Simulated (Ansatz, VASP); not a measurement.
## Na: VASP beside Ansatz

File INCAR:

```
SYSTEM = Na
PREC = Accurate ; ENCUT = 520
EDIFF = 1E-6 ; ISMEAR = -1
SIGMA = 0.1 ; LREAL = .FALSE.
LASPH = .TRUE. ; NELM = 60
ALGO = Normal ; ISIF = 2
LWAVE = .FALSE. ; LCHARG = .FALSE.
GGA = RP ; NBANDS = 22
```

Contents of KPOINTS:

```
Automatic mesh
0
G
  11 11 3
  0 0 0
```

The input POSCAR:

```
Na
1.0
    3.8790841463      0.0000000000      0.0000000000
   -1.9395420731      3.3593854141      0.0000000000
    0.0000000000      0.0000000000     12.6123183350
Na
4
Direct
    0.0000000000      0.0000000000      1.0000000000
    0.0000000000      0.0000000000      0.5000000000
    0.3333333333      0.6666666667      0.2500000000
    0.6666666667      0.3333333333      0.7500000000
```

Input for Ansatz:

```yaml
crystal:
  lattice:
    - [3.8790841463, 0.0, 0.0]
    - [-1.9395420731, 3.3593854141, 0.0]
    - [0.0, 0.0, 12.612318335]
  atoms:
    - { symbol: Na, position: [0.0, 0.0, 1.0] }
    - { symbol: Na, position: [0.0, 0.0, 0.5] }
    - { symbol: Na, position: [0.3333333333, 0.6666666667, 0.25] }
    - { symbol: Na, position: [0.6666666667, 0.3333333333, 0.75] }
hamiltonian:
  xc: rpbe
  pseudopotentials:
    kind: paw
    azcp:
      Na: "pseudopotentials/Na.paw.azcp"
basis:
  ecutwfc: 420
  fft_grid_basis: typed
kpoints:
  mp_grid: { grid: [11, 11, 3], shift: [0, 0, 0] }
magnetization:
  spin_polarized: false
scf:
  occupations: { method: fermi_dirac, width: 0.1 }
  lower_state_search: "off"
output:
  stress: true
```

Alike in both runs: task single point; functional RPBE; k mesh 11 × 11 × 3; occupations fermi-dirac, width 0.1 eV; no spin polarisation.

|  | VASP | Ansatz |
| --- | --- | --- |
| version | VASP 6.6.1 | Ansatz 0.2.0 |
| potentials or method | VASP PAW PBE potentials, release 64 (Na_pv), cutoff 520 eV | plane waves (420 eV) with PAW, scalar-relativistic |
| valence electrons in the cell | 28 | 36 |

|  | VASP | Ansatz | Ansatz less VASP |
| --- | --- | --- | --- |
| pressure (GPa) | -0.2 | -0.2 | 0.00 |
| traceless stress, the component that is largest in VASP (GPa) | 0.10 | 0.11 | +0.004 |

VASP's potentials were made for PBE, not for RPBE. VASP's potentials hold 28 valence electrons a cell and Ansatz's 36, so a difference there can come from the potentials and not from the codes.
